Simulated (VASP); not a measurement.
Here is a VASP 6.6.1 calculation.

INCAR

```
SYSTEM = KZrN
  ALGO = Normal
  EDIFF = 1E-7
  ENCUT = 520
  GGA = PE
  ISIF = 2
  ISMEAR = 0
  LASPH = .True.
  LCHARG = .True.
  LELF = .True.
  LREAL = .False.
  LVHAR = .True.
  LWAVE = .False.
  NBANDS = 35
  NELM = 80
  PREC = Accurate
  SIGMA = 0.1
```

The input KPOINTS:

```
k-points
0
Gamma
  4 4 4
  0 0 0
```

Contents of POSCAR:

```
KZrN
1.0
    4.2925780100      0.0000000000      0.0000000000
    0.0000000000      4.2925780100      0.0000000000
    0.0000000000      0.0000000000      6.9945549200
K Zr N
2 2 2
Direct
    0.0000000000      0.5000000000      0.1900000000
    0.5000000000      0.0000000000      0.8100000000
    0.0000000000      0.0000000000      0.0000000000
    0.5000000000      0.5000000000      0.0000000000
    0.0000000000      0.5000000000      0.6800000100
    0.5000000000      0.0000000000      0.3199999900
```

Potentials or basis: VASP PAW PBE potentials, release 64 (K_sv, Zr_sv, N).

Command:

```console
$ cat potpaw_PBE.64/K_sv/POTCAR potpaw_PBE.64/Zr_sv/POTCAR potpaw_PBE.64/N/POTCAR > POTCAR
$ mpirun -np 1 vasp_std > vasp.out
```

Task: Estimate the largest force.

Result: 5.753 eV/Å.

Task: What does it give for the pressure?

Result: 3.9 GPa.

Stress tensor (GPa, compression positive):
```
10.60  0.00  0.00
 0.00 10.60  0.00
 0.00  0.00 -9.53
```

Caveat: the k points lie up to 0.37 Å⁻¹ apart; forces of over 1 eV/Å act on the atoms, so gaps and moduli don't describe the material at rest.
